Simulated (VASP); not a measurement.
## WC: single point with PBE

The system is WC.

```xyz
16
Lattice="-3.0711 -5.3192 0.0000 4.3894 -2.5342 0.0000 0.0000 0.0000 5.6656" Properties=species:S:1:pos:R:3 pbc="T T T"
W    -0.2060   -4.9482   -0.0551
W    -0.1797   -5.0483    2.8485
W    -1.6811   -2.4242   -0.1482
W    -1.4368   -2.4167    2.7591
W     1.3437   -2.5245   -0.0648
W     1.2382   -2.2795    2.7529
W    -0.2573    0.2630    0.0128
W    -0.0572    0.3018    3.0774
C     1.3261   -4.0774    1.3039
C     1.2059   -4.2180    4.4071
C    -0.1993   -1.2733    1.4998
C    -0.0670   -1.3520    4.4468
C     2.8559   -1.1502    1.3878
C     2.8639   -1.5432    4.2155
C    -1.5332   -4.0900    1.2515
C    -1.6883   -4.3015    4.3731
```

```
Program                : VASP 6.6.1
Task                   : single point
Functional             : PBE
Potentials or basis    : VASP PAW PBE potentials, release 64 (W_sv, C)
Cutoff                 : 520 eV
k mesh                 : 3 × 3 × 3
Occupations            : fermi-dirac, width 0.3 eV
Spin                   : no spin polarisation
Dipole correction      : no
Further INCAR settings : LREAL = Auto; ALGO = Normal; EDIFF = 1e-07; NBANDS = 86
```

| Item | Value |
| --- | --- |
| Pressure | 2.4 GPa |
| Largest force | 7.675 eV/Å |
| Band gap on the k mesh | zero (bands 72 and 73 overlap by 0.39 eV) |

Forces in eV/Å, atoms in the order of the input:
```
W   -0.133 -2.583  2.469
W   -0.219  1.756 -1.004
W    2.166 -0.217  3.780
W   -3.618  0.279  0.133
W   -0.597  4.519  1.233
W    2.457 -0.456  0.770
W    3.689  0.956  4.220
W    0.625 -0.629 -7.624
C   -0.069 -0.338  2.127
C    1.088  1.238 -4.774
C    0.573 -1.534 -0.176
C   -0.660 -2.969 -3.055
C   -0.529 -3.683  0.693
C   -2.933  1.538  0.401
C   -1.702  0.649  2.709
C   -0.137  1.477 -1.903
```

Stress tensor (GPa, compression positive):
```
 2.30 -9.53 -1.01
-9.53 -8.12 -1.04
-1.01 -1.04 12.99
```

Levels at points of the mesh, in eV from the Fermi level:
| k point | band 70 | band 71 | band 72 | band 73 | band 74 | band 75 |
| --- | --- | --- | --- | --- | --- | --- |
| (0.00, 0.00, 0.00) | -0.27 | -0.05 | 0.15 | 0.34 | 0.77 | 0.93 |

Wall time 9.3 min on 1 thread of Intel Xeon 8259CL, on a shared host, peak memory 0.35 GiB.

Caveat: the k points lie up to 0.41 Å⁻¹ apart; the atoms stand as in a frame of molecular dynamics; so wide a smearing shifts energies and pressures; spin-orbit coupling is left out, which moves the levels of the heavy elements; forces of over 1 eV/Å act on the atoms, so gaps and moduli don't describe the material at rest.
